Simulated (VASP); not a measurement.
A run of VASP 6.6.1 is set up as follows.

INCAR

```
PREC = Accurate
ENCUT = 500
EDIFF = 1E-6
ISMEAR = 0
SIGMA = 0.02
LREAL = False
LASPH = True
NELM = 120
ALGO = Normal
ISIF = 2
LWAVE = False
LCHARG = False
GGA = PE
NBANDS = 16
GGA_COMPAT = False
```

KPOINTS

```
regular mesh
0
Gamma
  8 8 8
```

File POSCAR:

```
AgBr
1.0
    0.0000000000      2.9505905026      2.9505905026
    2.9505905026      0.0000000000      2.9505905026
    2.9505905026      2.9505905026      0.0000000000
Ag Br
1 1
Direct
    0.0000000000      0.0000000000      0.0000000000
    0.5000000000      0.5000000000      0.5000000000
```

Potentials or basis: VASP PAW PBE potentials, release 64 (Ag, Br).

The run is started by

```sh
$ cat potpaw_PBE.64/Ag/POTCAR potpaw_PBE.64/Br/POTCAR > POTCAR
$ mpirun -np 1 vasp_std > vasp.out
```

Q: What does it give for the pressure?

A: -1.1 GPa.

Q: Predict the band gap on the k mesh.

A: 0.70 eV (least direct gap 2.35 eV).

A k mesh can miss the band edges.
